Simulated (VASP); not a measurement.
Crystal: Al3P2.

```xyz
5
Lattice="3.4549 0.0000 0.0000 0.0000 3.4549 0.0000 0.0000 0.0000 7.1264" Properties=species:S:1:pos:R:3 pbc="T T T"
Al    1.7274    1.7274    0.0000
Al    0.0000    0.0000    1.4706
Al    0.0000    0.0000    5.6557
P     0.0000    1.7274    3.5632
P     1.7274    0.0000    3.5632
```

The cell was generated, and may not be a known phase.

| Property | Result |
| --- | --- |
| Program | VASP 6.6.1 |
| Task | relaxation of cell and atoms |
| Functional | PBE |
| Potentials or basis | VASP PAW PBE potentials, release 64 (Al, P) |
| Cutoff | 600 eV |
| k mesh | 6 × 6 × 4 |
| Occupations | gaussian, width 0.1 eV |
| Spin | no spin polarisation |

At the start: pressure 0.2 GPa; volume 17.01 Å³/atom.

Problem. Where does the relaxation end?

Solution. Over 8 steps the energy falls by 2.3 meV/atom and the volume is 17.13 Å³/atom (+0.7 %); space group P4/mmm (No. 123, to 0.1 Å) before and after.

The path:
| step | energy change (eV) | largest force (eV/Å) | pressure (GPa) | volume (Å³) |
| --- | --- | --- | --- | --- |
| 1 | 0.0000 | 0.0879 | 0.17 | 85.06 |
| 2 | -0.0081 | 0.1306 | 0.12 | 85.27 |
| 3 | -0.0088 | 0.1402 | 0.08 | 85.38 |
| 4 | -0.0079 | 0.0873 | -0.08 | 85.60 |
| 5 | -0.0090 | 0.1343 | 0.05 | 85.43 |
| 6 | -0.0090 | 0.1277 | 0.02 | 85.47 |
| 7 | -0.0106 | 0.0834 | 0.02 | 85.54 |
| 8 | -0.0117 | 0.0106 | 0.01 | 85.64 |

Final structure:
```cif
data_structure
_symmetry_space_group_name_H-M 'P 1'
_symmetry_Int_Tables_number 1
_cell_length_a 3.4286
_cell_length_b 3.4286
_cell_length_c 7.2852
_cell_angle_alpha 90.000
_cell_angle_beta 90.000
_cell_angle_gamma 90.000
_cell_volume 85.64
loop_
_atom_site_label
_atom_site_type_symbol
_atom_site_fract_x
_atom_site_fract_y
_atom_site_fract_z
_atom_site_occupancy
Al1 Al 0.50000 0.50000 0.00000 1
Al2 Al 0.00000 0.00000 0.21028 1
Al3 Al 0.00000 0.00000 0.78972 1
P1 P 0.00000 0.50000 0.50000 1
P2 P 0.50000 0.00000 0.50000 1
```
